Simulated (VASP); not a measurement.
# KF (F-43m) in VASP: further runs, part 2 of 2

VASP 6.6.1.

## Step 3: Single point, PBE (strain +4.0%)

Contents of INCAR:

```
PREC     = Accurate       # precision mode
ENCUT    = 520            # plane-wave cutoff, eV
EDIFF    = 1E-6           # SCF threshold, eV
ISMEAR   = -1             # smearing method
SIGMA    = 0.02           # smearing width, eV
LREAL    = False          # projectors in reciprocal space
LASPH    = True           # aspherical terms in the spheres
NELM     = 80             # most SCF steps
ALGO     = Normal         # electronic algorithm
ISIF     = 2              # what is computed and relaxed
LWAVE    = False          # write WAVECAR
LCHARG   = False          # write CHGCAR
GGA      = PE             # functional
NBANDS   = 15             # bands
```

Contents of KPOINTS:

```
regular mesh
0
Gamma
  8 8 8
```

Contents of POSCAR:

```
KF
1.0
    0.0000000000      3.0528174649      3.0528174649
    3.0528174649      0.0000000000      3.0528174649
    3.0528174649      3.0528174649      0.0000000000
K F
1 1
Direct
    0.0000000000      0.0000000000      0.0000000000
    0.2500000000      0.2500000000      0.2500000000
```

Potentials or basis: VASP PAW PBE potentials, release 64 (K_sv, F).

The run is started by

```bash
> cat potpaw_PBE.64/K_sv/POTCAR potpaw_PBE.64/F/POTCAR > POTCAR
> mpirun -np 1 vasp_std > vasp.out
```

OUTCAR:

```text
PREC = Accurate
   ENCUT = 520
   EDIFF = 1E-6
   ISMEAR = -1
   LREAL = False
   LASPH = True
   NELM = 80
   ISIF = 2
   GGA = PE

 ion  position               nearest neighbor table
   1  0.000  0.000  0.000-   2 2.64   2 2.64   2 2.64   2 2.64
   2  0.250  0.250  0.250-   1 2.64   1 2.64   1 2.64   1 2.64

  LATTYP: Found a face centered cubic cell.
 ALAT       =     6.1056349298

  Lattice vectors:

 A1 = (   0.0000000000,   3.0528174649,   3.0528174649)
[... 616 lines left out ...]

------------------------ aborting loop because EDIFF is reached ----------------------------------------

  FORCE on cell =-STRESS in cart. coord.  units (eV):
  Direction    XX          YY          ZZ          XY          YZ          ZX
  --------------------------------------------------------------------------------------
  -------------------------------------------------------------------------------------
  Total       -0.4753945     -0.4753945     -0.4753945     -0.0000000      0.0000000      0.0000000
  in kB      -13.3854269    -13.3854269    -13.3854269     -0.0000000      0.0000000      0.0000000
  external PRESSURE =     -13.3854269 kB  Pullay stress =       0.0000000 kB

 VOLUME and BASIS-vectors are now :
 -----------------------------------------------------------------------------
  energy-cutoff  :      520.00
  volume of cell :       56.90
      direct lattice vectors                 reciprocal lattice vectors
     0.000000000  3.052817465  3.052817465    -0.163783130  0.163783130  0.163783130
     3.052817465  0.000000000  3.052817465     0.163783130 -0.163783130  0.163783130
     3.052817465  3.052817465  0.000000000     0.163783130  0.163783130 -0.163783130

 POSITION                                       TOTAL-FORCE (eV/Angst)
 -----------------------------------------------------------------------------------
      0.00000      0.00000      0.00000        -0.000000     -0.000000     -0.000000
      1.52641      1.52641      1.52641         0.000000      0.000000      0.000000
 -----------------------------------------------------------------------------------
    total drift:                               -0.000000     -0.000000     -0.000000

  FREE ENERGIE OF THE ION-ELECTRON SYSTEM (eV)
  ---------------------------------------------------
  free  energy   TOTEN  =        -8.1144079595 eV

  energy  without entropy=       -8.1144079595  energy(sigma->0) =       -8.11440796
```

OSZICAR:

```text
N       E                     dE             d eps       ncg     rms          rms(c)
DAV:   1     0.109999951152E+03    0.11000E+03   -0.75629E+03   870   0.970E+02
DAV:   2    -0.416699830338E+01   -0.11417E+03   -0.10330E+03  1112   0.264E+02
DAV:   3    -0.958724393028E+01   -0.54202E+01   -0.53909E+01  1235   0.527E+01
DAV:   4    -0.974575166938E+01   -0.15851E+00   -0.15849E+00  1128   0.785E+00
DAV:   5    -0.974668904773E+01   -0.93738E-03   -0.93736E-03  1207   0.715E-01    0.669E+00
DAV:   6    -0.817178850114E+01    0.15749E+01   -0.48593E+00   989   0.149E+01    0.340E+00
DAV:   7    -0.811546912131E+01    0.56319E-01   -0.12932E-01   979   0.243E+00    0.202E+00
DAV:   8    -0.810772892339E+01    0.77402E-02   -0.87109E-02   996   0.267E+00    0.314E-01
DAV:   9    -0.811225240065E+01   -0.45235E-02   -0.88703E-03  1059   0.558E-01    0.151E-01
DAV:  10    -0.811445429355E+01   -0.22019E-02   -0.22312E-03   898   0.388E-01    0.575E-02
DAV:  11    -0.811443514498E+01    0.19149E-04   -0.54582E-04  1150   0.161E-01    0.345E-02
DAV:  12    -0.811440602214E+01    0.29123E-04   -0.97361E-05  1003   0.668E-02    0.323E-03
DAV:  13    -0.811440814080E+01   -0.21187E-05   -0.43261E-06   898   0.198E-02    0.330E-03
DAV:  14    -0.811440795953E+01    0.18128E-06   -0.25577E-07   988   0.429E-03
   1 F= -.81144080E+01 E0= -.81144080E+01  d E =-.151877E-12
```

Run time: 23 s. Hardware: 1 thread of AMD EPYC 7R43 (Zen 3), shared host; peak memory 0.15 GiB.

What came out:

```
Free energy            : -8.1144 eV
Pressure               : -1.3 GPa
Band gap on the k mesh : 4.84 eV, indirect (least direct gap 4.98 eV)
```

Levels at points of the mesh, in eV from the valence-band top:
```
           k point  band 5  band 6  band 7  band 8  band 9  band 10  band 11  band 12
(0.00, 0.00, 0.00)   -9.98   -0.13   -0.13   -0.13    4.85    11.29    11.29    11.32
(0.50, 0.00, 0.00)  -10.02   -0.23   -0.07   -0.07    7.59     8.60    10.46    10.46
(0.50, 0.50, 0.00)  -10.01   -0.35    0.00    0.00    7.92     8.07    11.44    12.32
```

Caveat: the cell differs from its parent crystal (strain +4.0%). A k mesh can miss the band edges.

## Step 4: Single point, r2SCAN (strain -2.0%)

Contents of POSCAR:

```
KF
1.0
    0.0000000000      2.8766933804      2.8766933804
    2.8766933804      0.0000000000      2.8766933804
    2.8766933804      2.8766933804      0.0000000000
K F
1 1
Direct
    0.0000000000      0.0000000000      0.0000000000
    0.2500000000      0.2500000000      0.2500000000
```

Contents of INCAR.step1:

```
PREC     = Accurate       # precision mode
ENCUT    = 520            # plane-wave cutoff, eV
ISMEAR   = 0              # smearing method
SIGMA    = 0.01           # smearing width, eV
LREAL    = F              # projectors in reciprocal space
LASPH    = T              # aspherical terms in the spheres
NELM     = 80             # most SCF steps
NBANDS   = 15             # bands
GGA      = PE             # functional
ALGO     = Normal         # electronic algorithm
EDIFF    = 1E-4           # SCF threshold, eV
LWAVE    = T              # write WAVECAR
LCHARG   = F              # write CHGCAR
```

Contents of INCAR.step2:

```
PREC     = Accurate       # precision mode
ENCUT    = 520            # plane-wave cutoff, eV
EDIFF    = 1E-7           # SCF threshold, eV
ISMEAR   = 0              # smearing method
SIGMA    = 0.01           # smearing width, eV
LREAL    = F              # projectors in reciprocal space
LASPH    = T              # aspherical terms in the spheres
NELM     = 80             # most SCF steps
ALGO     = Normal         # electronic algorithm
ISIF     = 2              # what is computed and relaxed
LWAVE    = F              # write WAVECAR
LCHARG   = F              # write CHGCAR
METAGGA  = R2SCAN         # meta-GGA
LMIXTAU  = T            
NBANDS   = 15             # bands
ISTART   = 1
```

KPOINTS is that of step 3.

The run is started by

```bash
> cat potpaw_PBE.64/K_sv/POTCAR potpaw_PBE.64/F/POTCAR > POTCAR
> cp INCAR.step1 INCAR
> mpirun -np 1 vasp_std > vasp.out
> cp INCAR.step2 INCAR
> mpirun -np 1 vasp_std > vasp.out
```

Wall time 2 min (1 thread of AMD EPYC 7R43 (Zen 3), shared host); peak memory 0.14 GiB.

The run converged. Its results:

- Free energy: -14.6877 eV
- Pressure: 1.7 GPa
- Band gap on the k mesh: 5.89 eV, indirect (least direct gap 6.15 eV)

Levels at points of the mesh, in eV from the valence-band top:
```tsv
k point	band 5	band 6	band 7	band 8	band 9	band 10	band 11	band 12
(0.00, 0.00, 0.00)	-9.66	-0.26	-0.26	-0.26	5.89	12.87	12.87	13.06
(0.50, 0.00, 0.00)	-9.72	-0.28	-0.15	-0.15	8.76	10.17	11.91	11.91
(0.50, 0.50, 0.00)	-9.68	-0.50	0.00	0.00	8.98	9.08	13.77	14.11
```

Caveat: the cell differs from its parent crystal (strain -2.0%); the PAW data sets were made with another functional, which shifts forces and pressure a little. A k mesh can miss the band edges.

## Step 5: Overview

```csv
level,cell,smearing,gap on the mesh (eV),pressure (GPa)
PBE,"a = 4.068 Å, angles 60.0°, 2 atoms",fermi-dirac 0.02 eV,5.32,2.7
PBE,"a = 4.317 Å, angles 60.0°, 2 atoms",fermi-dirac 0.02 eV,4.84,-1.3
r2SCAN,"a = 4.068 Å, angles 60.0°, 2 atoms",gaussian 0.01 eV,5.89,1.7
```

Alike in all rows: task single point; potentials or basis VASP PAW PBE potentials, release 64 (K_sv, F); no spin polarisation; k mesh 8 × 8 × 8; cutoff (eV) 520.

Caveats: the PAW data sets were made with another functional, which shifts forces and pressure a little (some runs).

Total energies depend on the potentials used, so only differences within one code and one set of settings carry meaning.
